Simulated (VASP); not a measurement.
# Ga2SnO (I4/mcm) in VASP: relaxation of shape and atoms at fixed volume with PBE

Aim: the relaxation of shape and atoms at fixed volume of Ga2SnO with PBE.

All numbers are computed with VASP 6.6.1; they aren't measurements. Logs are shortened: lines on timing, memory, paths and dates and some standing lists are left out, and cuts for length are marked.

## 1. The cell of the first run

The structure is tetragonal, space group I4/mcm (No. 140). The conventional cell has a = 7.137 Å, b = 7.137 Å, c = 5.656 Å, α = 90.00°, β = 90.00°, γ = 90.00°. Ga (site symmetry m2m) has 2 O at 2.04 Å and 2 Sn at 2.73 Å within 2.8 Å. Within 3.6 Å of Sn (site symmetry 4/m) lie 4 Ga at 2.73 Å and 2 Sn at 2.83 Å. Within 2.7 Å of O (site symmetry -42m) lie 4 Ga at 2.04 Å.

## 2. Relaxation of shape and atoms at fixed volume, PBE (18.00 Å³/atom)

Contents of INCAR:

```
SYSTEM = Ga2SnO
ALGO = Normal ; EDIFF = 1E-7
EDIFFG = -0.01 ; ENCUT = 600
GGA = PE ; GGA_COMPAT = .FALSE.
IBRION = 2 ; ISIF = 4
ISMEAR = 0 ; LASPH = .TRUE.
LCHARG = .FALSE. ; LREAL = .FALSE.
LWAVE = .FALSE. ; NELM = 120
NELMIN = 4 ; NSW = 50
PREC = Accurate ; SIGMA = 0.1
```

Contents of KPOINTS:

```
k-points
0
G
  8 8 8
  0 0 0
```

Contents of POSCAR:

```
Ga2SnO
1.0
   -3.5683325238      3.5683325238      2.8280387885
    3.5683325238     -3.5683325238      2.8280387885
    3.5683325238      3.5683325238     -2.8280387885
Ga Sn O
4 2 2
Direct
    0.3537613532      0.8537613532      0.2075227063
    0.6462386468      0.1462386468      0.7924772937
    0.1462386468      0.3537613532      0.5000000000
    0.8537613532      0.6462386468      0.5000000000
    0.0000000000      0.0000000000      0.0000000000
    0.5000000000      0.5000000000      0.0000000000
    0.2500000000      0.7500000000      0.5000000000
    0.7500000000      0.2500000000      0.5000000000
```

Potentials or basis: VASP PAW PBE potentials, release 64 (Ga_d, Sn_d, O).

Launch:

```
cat potpaw_PBE.64/Ga_d/POTCAR potpaw_PBE.64/Sn_d/POTCAR potpaw_PBE.64/O/POTCAR > POTCAR
mpirun -np 1 vasp_std > vasp.out
```

OUTCAR:

```text
SYSTEM = Ga2SnO
   EDIFF = 1E-7
   EDIFFG = -0.01
   ENCUT = 600
   GGA = PE
   IBRION = 2
   ISIF = 4
   ISMEAR = 0
   LASPH = .TRUE.
   LREAL = .FALSE.
   NELM = 120
   NELMIN = 4
   NSW = 50
   PREC = Accurate

 ion  position               nearest neighbor table
   1  0.354  0.854  0.208-   8 2.04   7 2.04   5 2.73   6 2.73
   2  0.646  0.146  0.792-   7 2.04   8 2.04   5 2.73   6 2.73
   3  0.146  0.354  0.500-   7 2.04   8 2.04   6 2.73   5 2.73
   4  0.854  0.646  0.500-   7 2.04   8 2.04   5 2.73   6 2.73
   5  0.000  0.000  0.000-   1 2.73   2 2.73   3 2.73   4 2.73   6 2.83   6 2.83
   6  0.500  0.500  0.000-   1 2.73   2 2.73   4 2.73   3 2.73   5 2.83   5 2.83
   7  0.250  0.750  0.500-   3 2.04   4 2.04   2 2.04   1 2.04
   8  0.750  0.250  0.500-   3 2.04   4 2.04   1 2.04   2 2.04

  LATTYP: Found a body centered tetragonal cell.
 ALAT       =     7.1366650476
 C/A-ratio  =     0.7925379066

  Lattice vectors:

 A1 = (  -3.5683325238,   3.5683325238,   2.8280387885)
 A2 = (   3.5683325238,  -3.5683325238,   2.8280387885)
 A3 = (   3.5683325238,   3.5683325238,  -2.8280387885)

Analysis of symmetry for initial positions (statically):
=====================================================================
 Subroutine PRICEL returns:
 Original cell was already a primitive cell.

 Routine SETGRP: Setting up the symmetry group for a
 body centered tetragonal supercell.

 Subroutine GETGRP returns: Found 16 space group operations
 (whereof  8 operations were pure point group operations)
 out of a pool of 16 trial point group operations.

The static configuration has the point symmetry C_4h.
 The point group associated with its full space group is D_4h.

Analysis of symmetry for dynamics (positions and initial velocities):
=====================================================================
 Subroutine PRICEL returns:
 Original cell was already a primitive cell.

 Routine SETGRP: Setting up the symmetry group for a
 body centered tetragonal supercell.

 Subroutine GETGRP returns: Found 16 space group operations
 (whereof  8 operations were pure point group operations)
 out of a pool of 16 trial point group operations.

The dynamic configuration has the point symmetry C_4h.
 The point group associated with its full space group is D_4h.

 Subroutine INISYM returns: Found 16 space group operations
 (whereof  8 operations are pure point group operations),
 and found     1 'primitive' translations

----------------------------------------------------------------------------------------

                                     Primitive cell

  volume of cell :     144.0376

  direct lattice vectors                    reciprocal lattice vectors
    -3.568332524  3.568332524  2.828038788     0.000000000  0.140121470  0.176800970
     3.568332524 -3.568332524  2.828038788     0.140121470  0.000000000  0.176800970
     3.568332524  3.568332524 -2.828038788     0.140121470  0.140121470  0.000000000

  length of vectors
     5.784790177  5.784790177  5.784790177     0.225593904  0.225593904  0.198161684

  position of ions in fractional coordinates (direct lattice)
     0.353761353  0.853761353  0.207522706
     0.646238647  0.146238647  0.792477294
     0.146238647  0.353761353  0.500000000
     0.853761353  0.646238647  0.500000000
     0.000000000  0.000000000  0.000000000
     0.500000000  0.500000000  0.000000000
     0.250000000  0.750000000  0.500000000
     0.750000000  0.250000000  0.500000000

  ion indices of the primitive-cell ions
   primitive index   ion index
                 1           1
                 2           2
                 3           3
                 4           4
                 5           5
                 6           6
                 7           7
                 8           8

----------------------------------------------------------------------------------------

 KPOINTS: k-points

Automatic generation of k-mesh.
 Grid dimensions read from file:
 generate k-points for:    8    8    8

 Generating k-lattice:

  Cartesian coordinates                     Fractional coordinates (reciprocal lattice)
     0.000000000  0.017515184  0.022100121     0.125000000 -0.000000000  0.000000000
     0.017515184  0.000000000  0.022100121    -0.000000000  0.125000000  0.000000000
     0.017515184  0.017515184  0.000000000     0.000000000  0.000000000  0.125000000

  Length of vectors
     0.028199238  0.028199238  0.024770210

  Shift w.r.t. Gamma in fractional coordinates (k-lattice)
     0.000000000  0.000000000  0.000000000

 Subroutine IBZKPT returns following result:
 ===========================================

 Found     59 irreducible k-points:

 Following reciprocal coordinates:
            Coordinates               Weight
  0.000000  0.000000  0.000000      1.000000
  0.125000  0.000000  0.000000      8.000000
  0.250000  0.000000  0.000000      8.000000
  0.375000  0.000000 -0.000000      8.000000
  0.500000  0.000000  0.000000      4.000000
  0.125000  0.125000  0.000000      8.000000
[... 16 lines left out ...]
  0.250000  0.125000  0.125000     16.000000
  0.375000  0.125000  0.125000      8.000000
 [... further k-points ...]
   k-points           NKPTS =     59   k-points in BZ     NKDIM =     59   number of bands    NBANDS=     55
   number of dos      NEDOS =    301   number of ions     NIONS =      8
   total plane-waves  NPLWV = 110592
   dimension x,y,z NGX =    48 NGY =   48 NGZ =   48
   dimension x,y,z NGXF=    96 NGYF=   96 NGZF=   96
   ions per type =               4   2   2
   NGX,Y,Z   is equivalent  to a cutoff of  13.79, 13.79, 13.79 a.u.
   NGXF,Y,Z  is equivalent  to a cutoff of  27.59, 27.59, 27.59 a.u.
 SYSTEM =  Ga2SnO
   PREC   = accura    normal or accurate (medium, high low for compatibility)
   ISTART =      0    job   : 0-new  1-cont  2-samecut
   ICHARG =      2    charge: 1-file 2-atom 10-const
   ISPIN  =      1    spin polarized calculation?
   LNONCOLLINEAR =      F non collinear calculations
   LSORBIT =      F    spin-orbit coupling
   LASPH  =      T    aspherical Exc in radial PAW
   ENCUT  =  600.0 eV  44.10 Ry    6.64 a.u.  11.55 11.55 11.55*2*pi/ulx,y,z
   NELM   =    120;   NELMIN=  4; NELMDL= -5     # of ELM steps
   EDIFF  = 0.1E-06   stopping-criterion for ELM
   LREAL  =      F    real-space projection
   EDIFFG = -.1E-01   stopping-criterion for IOM
   NSW    =     50    number of steps for IOM
   IBRION =      2    ionic relax: 0-MD 1-quasi-New 2-CG
   NFREE  =      1    steps in history (QN), initial steepest desc. (CG)
   ISIF   =      4    stress and relaxation
   ISYM   =      2    0-nonsym 1-usesym 2-fastsym
   POTIM  = 0.5000    time-step for ionic-motion
   TEBEG  =    0.0;   TEEND  =   0.0 temperature during run
   PSTRESS=    0.0 pullay stress
   NELECT =      92.0000    total number of electrons
   NUPDOWN=      -1.0000    fix difference up-down
   EMIN   =  10.00;   EMAX   =-10.00  energy-range for DOS
   EFERMI =   0.00;   METHOD = LEGACY
   ISMEAR =     0;   SIGMA  =   0.10  broadening in eV -4-tet -1-fermi 0-gaus
   EFERMI_NEDOS =   21; number of points for ismear=-14 and -15
   IALGO  =     38    algorithm
   IMIX   =      4    mixing-type and parameters
     AMIX     =   0.40;   BMIX     =  1.00
     AMIX_MAG =   1.60;   BMIX_MAG =  1.00
  volume/ion in A,a.u.               =      18.00       121.50
  Fermi-wavevector in a.u.,A,eV,Ry     =   1.409869  2.664266 27.044719  1.987731
  Thomas-Fermi vector in A             =   2.531881
   LORBIT       =      0    0 simple, 1 ext, 2 COOP (PROOUT), +10 PAW based schemes
   GGA     = PE    functional components
   LHFCALC =     F    Hartree Fock is set to
   AEXX    =    0.0000 exact exchange contribution
   IVDW    =     0    specifies the selected vdW correction
   LEPSILON=     F    determine dielectric tensor
   LRPA    =     F    only Hartree local field effects (RPA)
 conjugate gradient relaxation of ions
 non-spin polarized calculation
 Gauss-broadening in eV      SIGMA  =   0.10
  energy-cutoff  :      600.00
  volume of cell :      144.04
 maximum number of plane-waves:      4835
 NGX is ok and might be reduce to    48
   NGX = 23   NGY = 23   NGZ = 23

--------------------------------------- Ionic step        1  -------------------------------------------

 number of electron      91.9999987 magnetization

 Free energy of the ion-electron system (eV)
  ---------------------------------------------------
  ext. energy  EPLUGINS =         0.00000000
  ---------------------------------------------------
  free energy    TOTEN  =       -34.12411899 eV

  energy without entropy =      -34.11733651  energy(sigma->0) =      -34.12072775

------------------------ aborting loop because EDIFF is reached ----------------------------------------

  FORCE on cell =-STRESS in cart. coord.  units (eV):
  Direction    XX          YY          ZZ          XY          YZ          ZX
  --------------------------------------------------------------------------------------
  -------------------------------------------------------------------------------------
  Total        5.9122981      5.9122981      6.3630211      0.0000000      0.0000000      0.0000000
  in kB       65.7644079     65.7644079     70.7779458      0.0000000      0.0000000      0.0000000
  external PRESSURE =      67.4355872 kB  Pullay stress =       0.0000000 kB
[... 111 lines left out ...]
  energy  without entropy=      -34.1270438743  energy(sigma->0) =      -34.13045631

--------------------------------------- Ionic step        4  -------------------------------------------

 number of electron      91.9999995 magnetization

 Free energy of the ion-electron system (eV)
  ---------------------------------------------------
  ext. energy  EPLUGINS =         0.00000000
  ---------------------------------------------------
  free energy    TOTEN  =       -34.13400237 eV

  energy without entropy =      -34.12708745  energy(sigma->0) =      -34.13054491

 E-fermi :   6.5943     XC(G=0): -10.6476

 val. band max:        6.5596560254   @ k =  -0.2500   0.2500   0.2500
 cond. band min:       6.6591275531   @ k =  -0.1250   0.3750   0.1250
 fundamental gap:      0.0994715277
 Fermi energy:         6.5943007541

 k-point     1 :       0.0000    0.0000    0.0000
  band No.  band energies     occupation
      1     -15.2438      2.00000
      2     -14.9691      2.00000
      3     -14.9691      2.00000
      4     -14.8775      2.00000
      5     -14.8708      2.00000
      6     -14.8091      2.00000
[... 1381 lines left out ...]
     54      11.2836      0.00000
     55      12.2866      0.00000

 [... further k-points ...]

------------------------ aborting loop because EDIFF is reached ----------------------------------------

  FORCE on cell =-STRESS in cart. coord.  units (eV):
  Direction    XX          YY          ZZ          XY          YZ          ZX
  --------------------------------------------------------------------------------------
  -------------------------------------------------------------------------------------
  Total        5.6087515      5.6087515      5.5590781      0.0000000      0.0000000      0.0000000
  in kB       62.3879606     62.3879606     61.8354274      0.0000000      0.0000000      0.0000000
  external PRESSURE =      62.2037829 kB  Pullay stress =       0.0000000 kB
[... 23 lines left out ...]
  FREE ENERGIE OF THE ION-ELECTRON SYSTEM (eV)
  ---------------------------------------------------
  free  energy   TOTEN  =       -34.1340023674 eV

  energy  without entropy=      -34.1270874467  energy(sigma->0) =      -34.13054491

 reached required accuracy - stopping structural energy minimisation
```

It took 52 min on 1 thread of Intel Xeon 8259CL, shared host; peak memory 0.67 GiB.

What came out:

```yaml
Free_energy: -34.1340 eV
Energy_gained_by_relaxing: 1.2 meV/atom
Ionic_steps: 4
Pressure_after_relaxing: 6.2 GPa
Band_gap_on_the_k_mesh: zero (bands 46 and 47 overlap by 3.03 eV)
```

Step by step:
```tsv
step	energy change (eV)	largest force (eV/Å)	pressure (GPa)	volume (Å³)
1	0.0000	0.2713	6.74	144.04
2	-0.0092	0.0688	6.35	144.04
3	-0.0097	0.0075	6.22	144.04
4	-0.0099	0.0015	6.22	144.04
```

Final structure:
```
CELL_PARAMETERS angstrom
-3.56574 3.56574 2.83215
3.56574 -3.56574 2.83215
3.56574 3.56574 -2.83215
ATOMIC_POSITIONS crystal
Ga 0.35200 0.85200 0.20400
Ga 0.64800 0.14800 0.79600
Ga 0.14800 0.35200 0.50000
Ga 0.85200 0.64800 0.50000
Sn 0.00000 0.00000 0.00000
Sn 0.50000 0.50000 0.00000
O 0.25000 0.75000 0.50000
O 0.75000 0.25000 0.50000
```

Caveat: spin-orbit coupling is left out, which moves the levels of the heavy elements.
